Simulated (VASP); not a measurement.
Here is a VASP 6.6.1 calculation.

Contents of POSCAR:

```
Zr
1.0
    5.3634298198      0.0000000000      0.0000000000
   -2.6817149099      4.6448664754      0.0000000000
    0.0000000000      0.0000000000      3.2880156722
Zr
3
Direct
    0.0000000000      0.0000000000      0.0000000000
    0.3333333333      0.6666666667      0.5000000000
    0.6666666667      0.3333333333      0.5000000000
```

The input INCAR.step1:

```
ALGO     = Normal         # electronic algorithm
EDIFF    = 1E-4           # SCF threshold, eV
ENCUT    = 600            # plane-wave cutoff, eV
GGA      = PE             # functional
ISMEAR   = 0              # smearing method
LASPH    = T              # aspherical terms in the spheres
LCHARG   = F              # write CHGCAR
LREAL    = F              # projectors in reciprocal space
LWAVE    = T              # write WAVECAR
NELM     = 100            # most SCF steps
PREC     = Accurate       # precision mode
SIGMA    = 0.1            # smearing width, eV
```

File INCAR.step2:

```
ALGO     = Normal         # electronic algorithm
EDIFF    = 1E-7           # SCF threshold, eV
EDIFFG   = -0.04          # ionic threshold
ENCUT    = 600            # plane-wave cutoff, eV
IBRION   = 2              # ionic algorithm
ISIF     = 3              # what is computed and relaxed
ISMEAR   = 0              # smearing method
ISTART   = 1            
LASPH    = T              # aspherical terms in the spheres
LCHARG   = F              # write CHGCAR
LMIXTAU  = T            
LREAL    = F              # projectors in reciprocal space
LWAVE    = F              # write WAVECAR
METAGGA  = R2SCAN         # meta-GGA
NELM     = 100            # most SCF steps
NSW      = 90             # ionic steps
PREC     = Accurate       # precision mode
SIGMA    = 0.1            # smearing width, eV
```

File KPOINTS:

```
k-points
0
Gamma
  6 6 6
```

Potentials or basis: VASP PAW PBE potentials, release 64 (Zr_sv).

Launch:

```sh
$ cat potpaw_PBE.64/Zr_sv/POTCAR > POTCAR
$ cp INCAR.step1 INCAR
$ mpirun -np 1 vasp_std > vasp.out
$ cp INCAR.step2 INCAR
$ mpirun -np 1 vasp_std > vasp.out
```

**Question.** What does it give for the relaxed volume?

**Answer.** 23.12 Å³/atom.

**Question.** What does it give for the band gap on the k mesh?

**Answer.** Zero (band 18 reaches 9.25 eV, above the bottom of band 19 at 8.89 eV).

**Question.** Predict the relaxed cell.

**Answer.** a = 5.030 Å, b = 5.030 Å, c = 3.166 Å, α = 90.00°, β = 90.00°, γ = 120.00°.

Step by step:
| step | energy change (eV) | largest force (eV/Å) | pressure (GPa) | volume (Å³) |
| --- | --- | --- | --- | --- |
| 1 | 0.0000 | 0.0000 | -11.99 | 81.91 |
| 2 | -0.0533 | 0.0000 | 18.26 | 59.99 |
| 3 | -0.5301 | 0.0000 | -0.32 | 69.66 |
| 4 | -0.5305 | 0.0000 | 0.04 | 69.41 |
| 5 | -0.5303 | 0.0000 | 0.37 | 69.17 |
| 6 | -0.5367 | 0.0000 | 0.33 | 69.14 |
| 7 | -0.5367 | 0.0000 | 0.33 | 69.14 |
| 8 | -0.5367 | 0.0000 | -0.28 | 69.57 |
| 9 | -0.5369 | 0.0000 | 0.00 | 69.37 |

Caveat: the volume moved by over 15 % at a fixed basis, so the end points are rough; the PAW data sets were made with another functional, which shifts forces and pressure a little.
